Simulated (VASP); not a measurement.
# Ta3Ru (Fm-3m) in VASP: a series of runs

Runs on Ta3Ru. Level: LDA. Tasks: single point, relaxation of cell and atoms.

Everything below comes from runs of VASP 6.6.1. Logs are shortened: lines on timing, memory, paths and dates and some standing lists are left out, and cuts for length are marked.

**1. The cell of the first run**

It takes space group Fm-3m (No. 225, cubic). Conventional cell: a = 6.347 Å, b = 6.347 Å, c = 6.347 Å, α = 90.00°, β = 90.00°, γ = 90.00°. Ta (site symmetry -43m) has 10 Ta at 2.75 to 3.17 Å and 4 Ru at 2.75 Å within 3.6 Å. Within 3.6 Å of Ta (site symmetry m-3m) lie 8 Ta at 2.75 Å and 6 Ru at 3.17 Å. Ru (site symmetry m-3m) has 14 Ta at 2.75 to 3.17 Å within 3.6 Å.

**2. Single point, LDA**

File INCAR:

```
SYSTEM = Ta3Ru
PREC = Accurate
ENCUT = 520
EDIFF = 1E-7
ISMEAR = -1
SIGMA = 0.15
LREAL = .False.
LASPH = .True.
NELM = 100
ALGO = Fast
ISIF = 2
LWAVE = .False.
LCHARG = .False.
GGA = CA
NBANDS = 32
```

File KPOINTS:

```
Automatic mesh
0
Gamma
  12 12 12
  0 0 0
```

File POSCAR:

```
Ta3Ru
1.0
    0.0000000000      3.1735696187      3.1735696187
    3.1735696187      0.0000000000      3.1735696187
    3.1735696187      3.1735696187      0.0000000000
Ta Ru
3 1
Direct
    0.2500000000      0.2500000000      0.2500000000
    0.7500000000      0.7500000000      0.7500000000
    0.5000000000      0.5000000000      0.5000000000
    0.0000000000      0.0000000000      0.0000000000
```

Potentials or basis: VASP PAW LDA potentials, release 64 (Ta_pv, Ru_pv).

Launch:

```console
$ cat potpaw_LDA.64/Ta_pv/POTCAR potpaw_LDA.64/Ru_pv/POTCAR > POTCAR
$ mpirun -np 1 vasp_std > vasp.out
```

OUTCAR:

```text
SYSTEM = Ta3Ru
   PREC = Accurate
   ENCUT = 520
   EDIFF = 1E-7
   ISMEAR = -1
   LREAL = .False.
   LASPH = .True.
   NELM = 100
   ISIF = 2
   GGA = CA

 ion  position               nearest neighbor table
   1  0.250  0.250  0.250-   4 2.75   4 2.75   4 2.75   3 2.75   4 2.75   3 2.75   3 2.75   3 2.75
                             2 3.17   2 3.17   2 3.17   2 3.17   2 3.17   2 3.17
   2  0.750  0.750  0.750-   3 2.75   3 2.75   3 2.75   3 2.75   4 2.75   4 2.75   4 2.75   4 2.75
                             1 3.17   1 3.17   1 3.17   1 3.17   1 3.17   1 3.17
   3  0.500  0.500  0.500-   1 2.75   1 2.75   1 2.75   1 2.75   2 2.75   2 2.75   2 2.75   2 2.75
                             4 3.17   4 3.17   4 3.17   4 3.17   4 3.17   4 3.17
   4  0.000  0.000  0.000-   2 2.75   2 2.75   2 2.75   1 2.75   2 2.75   1 2.75   1 2.75   1 2.75
                             3 3.17   3 3.17   3 3.17   3 3.17   3 3.17   3 3.17

  LATTYP: Found a face centered cubic cell.
 ALAT       =     6.3471392374

  Lattice vectors:

 A1 = (   0.0000000000,   3.1735696187,   3.1735696187)
 A2 = (   3.1735696187,   0.0000000000,   3.1735696187)
 A3 = (   3.1735696187,   3.1735696187,   0.0000000000)

Analysis of symmetry for initial positions (statically):
=====================================================================
 Subroutine PRICEL returns:
 Original cell was already a primitive cell.

 Routine SETGRP: Setting up the symmetry group for a
 face centered cubic supercell.

 Subroutine GETGRP returns: Found 48 space group operations
 (whereof 48 operations were pure point group operations)
 out of a pool of 48 trial point group operations.

The static configuration has the point symmetry O_h .

Analysis of symmetry for dynamics (positions and initial velocities):
=====================================================================
 Subroutine PRICEL returns:
 Original cell was already a primitive cell.

 Routine SETGRP: Setting up the symmetry group for a
 face centered cubic supercell.

 Subroutine GETGRP returns: Found 48 space group operations
 (whereof 48 operations were pure point group operations)
 out of a pool of 48 trial point group operations.

The dynamic configuration has the point symmetry O_h .

 Subroutine INISYM returns: Found 48 space group operations
 (whereof 48 operations are pure point group operations),
 and found     1 'primitive' translations

----------------------------------------------------------------------------------------

                                     Primitive cell

  volume of cell :      63.9255

  direct lattice vectors                    reciprocal lattice vectors
     0.000000000  3.173569619  3.173569619    -0.157551294  0.157551294  0.157551294
     3.173569619  0.000000000  3.173569619     0.157551294 -0.157551294  0.157551294
     3.173569619  3.173569619  0.000000000     0.157551294  0.157551294 -0.157551294

  length of vectors
     4.488105196  4.488105196  4.488105196     0.272886846  0.272886846  0.272886846

  position of ions in fractional coordinates (direct lattice)
     0.250000000  0.250000000  0.250000000
     0.750000000  0.750000000  0.750000000
     0.500000000  0.500000000  0.500000000
     0.000000000  0.000000000  0.000000000

  ion indices of the primitive-cell ions
   primitive index   ion index
                 1           1
                 2           2
                 3           3
                 4           4

----------------------------------------------------------------------------------------

 KPOINTS: Automatic mesh

Automatic generation of k-mesh.
 Grid dimensions read from file:
 generate k-points for:   12   12   12

 Generating k-lattice:

  Cartesian coordinates                     Fractional coordinates (reciprocal lattice)
    -0.013129274  0.013129274  0.013129274     0.083333333  0.000000000  0.000000000
     0.013129274 -0.013129274  0.013129274     0.000000000  0.083333333  0.000000000
     0.013129274  0.013129274 -0.013129274     0.000000000  0.000000000  0.083333333

  Length of vectors
     0.022740570  0.022740570  0.022740570

  Shift w.r.t. Gamma in fractional coordinates (k-lattice)
     0.000000000  0.000000000  0.000000000

 Subroutine IBZKPT returns following result:
 ===========================================

 Found     72 irreducible k-points:

 Following reciprocal coordinates:
            Coordinates               Weight
  0.000000  0.000000  0.000000      1.000000
  0.083333  0.000000  0.000000      8.000000
  0.166667  0.000000  0.000000      8.000000
  0.250000  0.000000  0.000000      8.000000
  0.333333  0.000000  0.000000      8.000000
  0.416667  0.000000  0.000000      8.000000
[... 16 lines left out ...]
  0.500000  0.166667  0.000000     24.000000
 -0.416667  0.166667  0.000000     24.000000
 [... further k-points ...]
   k-points           NKPTS =     72   k-points in BZ     NKDIM =     72   number of bands    NBANDS=     32
   number of dos      NEDOS =    301   number of ions     NIONS =      4
   total plane-waves  NPLWV =  46656
   dimension x,y,z NGX =    36 NGY =   36 NGZ =   36
   dimension x,y,z NGXF=    72 NGYF=   72 NGZF=   72
   ions per type =               3   1
   NGX,Y,Z   is equivalent  to a cutoff of  13.33, 13.33, 13.33 a.u.
   NGXF,Y,Z  is equivalent  to a cutoff of  26.67, 26.67, 26.67 a.u.
 SYSTEM =  Ta3Ru
   PREC   = accura    normal or accurate (medium, high low for compatibility)
   ISTART =      0    job   : 0-new  1-cont  2-samecut
   ICHARG =      2    charge: 1-file 2-atom 10-const
   ISPIN  =      1    spin polarized calculation?
   LNONCOLLINEAR =      F non collinear calculations
   LSORBIT =      F    spin-orbit coupling
   LASPH  =      T    aspherical Exc in radial PAW
   ENCUT  =  520.0 eV  38.22 Ry    6.18 a.u.   8.34  8.34  8.34*2*pi/ulx,y,z
   NELM   =    100;   NELMIN=  2; NELMDL= -5     # of ELM steps
   EDIFF  = 0.1E-06   stopping-criterion for ELM
   LREAL  =      F    real-space projection
   EDIFFG = 0.1E-05   stopping-criterion for IOM
   NSW    =      0    number of steps for IOM
   IBRION =     -1    ionic relax: 0-MD 1-quasi-New 2-CG
   NFREE  =      0    steps in history (QN), initial steepest desc. (CG)
   ISIF   =      2    stress and relaxation
   ISYM   =      2    0-nonsym 1-usesym 2-fastsym
   POTIM  = 0.5000    time-step for ionic-motion
   TEBEG  =    0.0;   TEEND  =   0.0 temperature during run
   PSTRESS=    0.0 pullay stress
   NELECT =      47.0000    total number of electrons
   NUPDOWN=      -1.0000    fix difference up-down
   EMIN   =  10.00;   EMAX   =-10.00  energy-range for DOS
   EFERMI =   0.00;   METHOD = LEGACY
   ISMEAR =    -1;   SIGMA  =   0.15  broadening in eV -4-tet -1-fermi 0-gaus
   EFERMI_NEDOS =   21; number of points for ismear=-14 and -15
   IALGO  =     68    algorithm
   IMIX   =      4    mixing-type and parameters
     AMIX     =   0.40;   BMIX     =  1.00
     AMIX_MAG =   1.60;   BMIX_MAG =  1.00
  volume/ion in A,a.u.               =      15.98       107.85
  Fermi-wavevector in a.u.,A,eV,Ry     =   1.477575  2.792211 29.704603  2.183227
  Thomas-Fermi vector in A             =   2.591962
   LORBIT       =      0    0 simple, 1 ext, 2 COOP (PROOUT), +10 PAW based schemes
   GGA     = CA    functional components
   LHFCALC =     F    Hartree Fock is set to
   AEXX    =    0.0000 exact exchange contribution
   IVDW    =     0    specifies the selected vdW correction
   LEPSILON=     F    determine dielectric tensor
   LRPA    =     F    only Hartree local field effects (RPA)
 non-spin polarized calculation
 RMM-DIIS sequential band-by-band and
  energy-cutoff  :      520.00
  volume of cell :       63.93
 maximum number of plane-waves:      1759
 NGX is ok and might be reduce to    36
   NGX = 17   NGY = 17   NGZ = 17

 number of electron      47.0000000 magnetization

 Free energy of the ion-electron system (eV)
  ---------------------------------------------------
  ext. energy  EPLUGINS =         0.00000000
  ---------------------------------------------------
  free energy    TOTEN  =       -50.13347757 eV

  energy without entropy =      -49.95983810  energy(sigma->0) =      -50.04665784

 E-fermi :   7.6772     XC(G=0): -13.4219

 val. band max:        7.6394126274   @ k =   0.1667   0.0833   0.0000
 cond. band min:       7.6916938392   @ k =   0.3333   0.2500   0.0000
 fundamental gap:      0.0522812118
 Fermi energy:         7.6771531637

 k-point     1 :       0.0000    0.0000    0.0000
  band No.  band energies     occupation
      1     -34.9622      2.00000
      2     -34.9622      2.00000
      3     -34.9622      2.00000
      4     -26.3352      2.00000
      5     -26.3352      2.00000
      6     -26.3352      2.00000
[... 24 lines left out ...]
     31      13.3430      0.00000
     32      13.3430      0.00000

 k-point     2 :       0.0833    0.0000    0.0000
  band No.  band energies     occupation
      1     -34.9624      2.00000
      2     -34.9624      2.00000
      3     -34.9622      2.00000
      4     -26.4023      2.00000
      5     -26.3680      2.00000
      6     -26.3680      2.00000
[... 24 lines left out ...]
     31      12.6247      0.00000
     32      13.3176      0.00000

 k-point     3 :       0.1667    0.0000    0.0000
  band No.  band energies     occupation
      1     -34.9628      2.00000
      2     -34.9628      2.00000
      3     -34.9622      2.00000
      4     -26.4514      2.00000
      5     -26.4089      2.00000
      6     -26.4089      2.00000
[... 24 lines left out ...]
     31      12.2686      0.00000
     32      13.1800      0.00000

 k-point     4 :       0.2500    0.0000    0.0000
  band No.  band energies     occupation
      1     -34.9634      2.00000
      2     -34.9634      2.00000
      3     -34.9620      2.00000
      4     -26.4668      2.00000
      5     -26.4455      2.00000
      6     -26.4455      2.00000
[... 24 lines left out ...]
     31      12.1037      0.00000
     32      12.9233      0.00000

 k-point     5 :       0.3333    0.0000    0.0000
  band No.  band energies     occupation
      1     -34.9640      2.00000
      2     -34.9640      2.00000
      3     -34.9618      2.00000
      4     -26.4743      2.00000
      5     -26.4743      2.00000
      6     -26.4542      2.00000
[... 584 lines left out ...]
     31      12.3357      0.00000
     32      12.5856      0.00000

 k-point    22 :       0.4167    0.1667    0.0000
  band No.  band energies     occupation
      1     -34.9655      2.00000
      2     -34.9647      2.00000
      3     -34.9609      2.00000
      4     -26.5608      2.00000
      5     -26.5338      2.00000
      6     -26.4079      2.00000
[... 24 lines left out ...]
     31      12.2375      0.00000
     32      12.6050      0.00000

 k-point    23 :       0.5000    0.1667    0.0000
  band No.  band energies     occupation
      1     -34.9655      2.00000
      2     -34.9644      2.00000
      3     -34.9616      2.00000
      4     -26.5536      2.00000
      5     -26.5337      2.00000
      6     -26.4153      2.00000
[... 24 lines left out ...]
     31      12.1314      0.00000
     32      12.3286      0.00000

 k-point    24 :      -0.4167    0.1667    0.0000
  band No.  band energies     occupation
      1     -34.9652      2.00000
      2     -34.9642      2.00000
      3     -34.9622      2.00000
      4     -26.5379      2.00000
      5     -26.5314      2.00000
      6     -26.4198      2.00000
[... 24 lines left out ...]
     31      11.8384      0.00000
     32      12.2936      0.00000

 [... further k-points ...]
[... 5 lines left out ...]
  --------------------------------------------------------------------------------------
  -------------------------------------------------------------------------------------
  Total        0.3998056      0.3998056      0.3998056      0.0000000     -0.0000000      0.0000000
  in kB       10.0204077     10.0204077     10.0204077      0.0000000     -0.0000000      0.0000000
  external PRESSURE =      10.0204077 kB  Pullay stress =       0.0000000 kB

 VOLUME and BASIS-vectors are now :
 -----------------------------------------------------------------------------
  energy-cutoff  :      520.00
  volume of cell :       63.93
      direct lattice vectors                 reciprocal lattice vectors
     0.000000000  3.173569619  3.173569619    -0.157551294  0.157551294  0.157551294
     3.173569619  0.000000000  3.173569619     0.157551294 -0.157551294  0.157551294
     3.173569619  3.173569619  0.000000000     0.157551294  0.157551294 -0.157551294

 POSITION                                       TOTAL-FORCE (eV/Angst)
 -----------------------------------------------------------------------------------
      1.58678      1.58678      1.58678         0.000000      0.000000     -0.000000
      4.76035      4.76035      4.76035        -0.000000     -0.000000     -0.000000
      3.17357      3.17357      3.17357         0.000000      0.000000      0.000000
      0.00000      0.00000      0.00000         0.000000      0.000000      0.000000
 -----------------------------------------------------------------------------------
    total drift:                                0.000000      0.000000      0.000000

  FREE ENERGIE OF THE ION-ELECTRON SYSTEM (eV)
  ---------------------------------------------------
  free  energy   TOTEN  =       -50.1334775710 eV

  energy  without entropy=      -49.9598381025  energy(sigma->0) =      -50.04665784
```

Wall time 1.8 min (1 thread of Intel Xeon 6975P-C (Granite Rapids), shared host); peak memory 0.26 GiB.

What came out:

| Quantity | Value |
| --- | --- |
| Free energy | -50.1335 eV |
| Pressure | 1.0 GPa |
| Band gap on the k mesh | zero (an odd number of electrons rules out a gap without spin polarisation) |

Levels at points of the mesh, in eV from the Fermi level:
| k point | band 22 | band 23 | band 24 | band 25 | band 26 | band 27 |
| --- | --- | --- | --- | --- | --- | --- |
| (0.00, 0.00, 0.00) | -0.24 | -0.24 | -0.24 | 0.99 | 0.99 | 4.64 |
| (0.50, 0.00, 0.00) | -2.03 | -1.62 | -1.62 | 1.72 | 1.72 | 2.73 |
| (0.50, 0.50, 0.00) | -0.28 | 0.38 | 0.76 | 0.76 | 0.91 | 1.78 |

Caveat: spin-orbit coupling is left out, which moves the levels of the heavy elements.

**3. Single point, LDA**

File INCAR:

```
SYSTEM = Ta3Ru
  PREC = Accurate
  ENCUT = 520
  EDIFF = 1E-6
  ISMEAR = -1
  SIGMA = 0.15
  LREAL = .False.
  LASPH = .True.
  NELM = 60
  ALGO = Fast
  ISIF = 2
  LWAVE = .False.
  LCHARG = .False.
  GGA = CA
  NBANDS = 32
```

KPOINTS is that of step 2.

File POSCAR:

```
Ta3Ru
1.0
    0.0000000000      3.1735696198      3.1735696198
    3.1735696198      0.0000000000      3.1735696198
    3.1735696198      3.1735696198      0.0000000000
Ta Ru
3 1
Direct
    0.2500000000      0.2500000000      0.2500000000
    0.7500000000      0.7500000000      0.7500000000
    0.5000000000      0.5000000000      0.5000000000
    0.0000000000      0.0000000000      0.0000000000
```

Potentials or basis: VASP PAW LDA potentials, release 64 (Ta_pv, Ru_pv).

Launch:

```console
$ cat potpaw_LDA.64/Ta_pv/POTCAR potpaw_LDA.64/Ru_pv/POTCAR > POTCAR
$ mpirun -np 1 vasp_std > vasp.out
```

OUTCAR:

```text
SYSTEM = Ta3Ru
   PREC = Accurate
   ENCUT = 520
   EDIFF = 1E-6
   ISMEAR = -1
   LREAL = .False.
   LASPH = .True.
   NELM = 60
   ISIF = 2
   GGA = CA

 ion  position               nearest neighbor table
   1  0.250  0.250  0.250-   4 2.75   4 2.75   4 2.75   3 2.75   3 2.75   3 2.75   4 2.75   3 2.75
                             2 3.17   2 3.17   2 3.17   2 3.17   2 3.17   2 3.17
   2  0.750  0.750  0.750-   3 2.75   3 2.75   3 2.75   4 2.75   4 2.75   4 2.75   4 2.75   3 2.75
                             1 3.17   1 3.17   1 3.17   1 3.17   1 3.17   1 3.17
[... 1046 lines left out ...]
  --------------------------------------------------------------------------------------
  -------------------------------------------------------------------------------------
  Total        0.4034254      0.4034254      0.4034254     -0.0000000      0.0000000      0.0000000
  in kB       10.1111317     10.1111317     10.1111317     -0.0000000      0.0000000      0.0000000
  external PRESSURE =      10.1111317 kB  Pullay stress =       0.0000000 kB

 VOLUME and BASIS-vectors are now :
 -----------------------------------------------------------------------------
  energy-cutoff  :      520.00
  volume of cell :       63.93
      direct lattice vectors                 reciprocal lattice vectors
     0.000000000  3.173569620  3.173569620    -0.157551294  0.157551294  0.157551294
     3.173569620  0.000000000  3.173569620     0.157551294 -0.157551294  0.157551294
     3.173569620  3.173569620  0.000000000     0.157551294  0.157551294 -0.157551294

 POSITION                                       TOTAL-FORCE (eV/Angst)
 -----------------------------------------------------------------------------------
      1.58678      1.58678      1.58678         0.000000     -0.000000     -0.000000
      4.76035      4.76035      4.76035        -0.000000     -0.000000     -0.000000
      3.17357      3.17357      3.17357         0.000000      0.000000      0.000000
      0.00000      0.00000      0.00000         0.000000      0.000000      0.000000
 -----------------------------------------------------------------------------------
    total drift:                                0.000000      0.000000      0.000000

  FREE ENERGIE OF THE ION-ELECTRON SYSTEM (eV)
  ---------------------------------------------------
  free  energy   TOTEN  =       -50.1334774639 eV

  energy  without entropy=      -49.9598366622  energy(sigma->0) =      -50.04665706
```

It took 71 s on 1 thread of Intel Xeon 6975P-C (Granite Rapids), shared host; peak memory 0.26 GiB.

Results:

| Item | Value |
| --- | --- |
| Free energy | -50.1335 eV |
| Pressure | 1.0 GPa |
| Band gap on the k mesh | zero (an odd number of electrons rules out a gap without spin polarisation) |

Caveat: spin-orbit coupling is left out, which moves the levels of the heavy elements.

**4. Relaxation of cell and atoms, LDA**

File INCAR:

```
SYSTEM = Ta3Ru
ALGO = Fast
EDIFF = 1E-6
EDIFFG = -0.001
ENCUT = 600
IBRION = 2
ISIF = 3
ISMEAR = -1
LASPH = .TRUE.
LCHARG = .FALSE.
LREAL = .FALSE.
LWAVE = .FALSE.
NELM = 100
NSW = 80
PREC = Accurate
SIGMA = 0.15
```

File KPOINTS:

```
k-points
0
G
  12 12 12
  0 0 0
```

POSCAR is that of step 3.

Launch:

```console
$ cat potpaw_LDA.64/Ta_pv/POTCAR potpaw_LDA.64/Ru_pv/POTCAR > POTCAR
$ mpirun -np 1 vasp_std > vasp.out
```

Run time: 3.1 min. Hardware: 1 thread of Intel Xeon 6975P-C (Granite Rapids), shared host; peak memory 0.29 GiB.

It converged, with:

```
Free energy                           : -50.1350 eV
Relaxed volume                        : 16.04 Å³/atom
Relaxed cell                          : a = 4.494 Å, b = 4.494 Å, c = 4.494 Å, α = 60.00°, β = 60.00°, γ = 60.00°
Space group after relaxing (to 0.1 Å) : Fm-3m (No. 225)
Energy gained by relaxing             : 0.2 meV/atom
Ionic steps                           : 6
Pressure after relaxing               : 0.0 GPa
Band gap on the k mesh                : zero (an odd number of electrons rules out a gap without spin polarisation)
```

Step by step:
| step | energy change (eV) | largest force (eV/Å) | pressure (GPa) | volume (Å³) |
| --- | --- | --- | --- | --- |
| 1 | 0.0000 | 0.0000 | 1.01 | 63.93 |
| 2 | 0.0049 | 0.0000 | -2.66 | 64.87 |
| 3 | -0.0008 | 0.0000 | -0.05 | 64.18 |
| 4 | -0.0008 | 0.0000 | 0.02 | 64.17 |
| 5 | -0.0008 | 0.0000 | 0.02 | 64.18 |
| 6 | -0.0008 | 0.0000 | 0.01 | 64.18 |

Final structure:
```
CELL_PARAMETERS angstrom
0.00000 3.17771 3.17771
3.17771 0.00000 3.17771
3.17771 3.17771 0.00000
ATOMIC_POSITIONS crystal
Ta 0.25000 0.25000 0.25000
Ta 0.75000 0.75000 0.75000
Ta 0.50000 0.50000 0.50000
Ru 0.00000 0.00000 0.00000
```

Levels at points of the mesh, in eV from the Fermi level:
| k point | band 21 | band 22 | band 23 | band 24 | band 25 | band 26 | band 27 | band 28 |
| --- | --- | --- | --- | --- | --- | --- | --- | --- |
| (0.00, 0.00, 0.00) | -1.92 | -0.24 | -0.24 | -0.24 | 0.98 | 0.98 | 4.62 | 4.62 |
| (0.50, 0.00, 0.00) | -2.41 | -2.02 | -1.60 | -1.60 | 1.72 | 1.72 | 2.72 | 2.72 |
| (0.50, 0.50, 0.00) | -0.28 | -0.28 | 0.38 | 0.76 | 0.76 | 0.90 | 1.76 | 1.76 |

Caveat: spin-orbit coupling is left out, which moves the levels of the heavy elements.
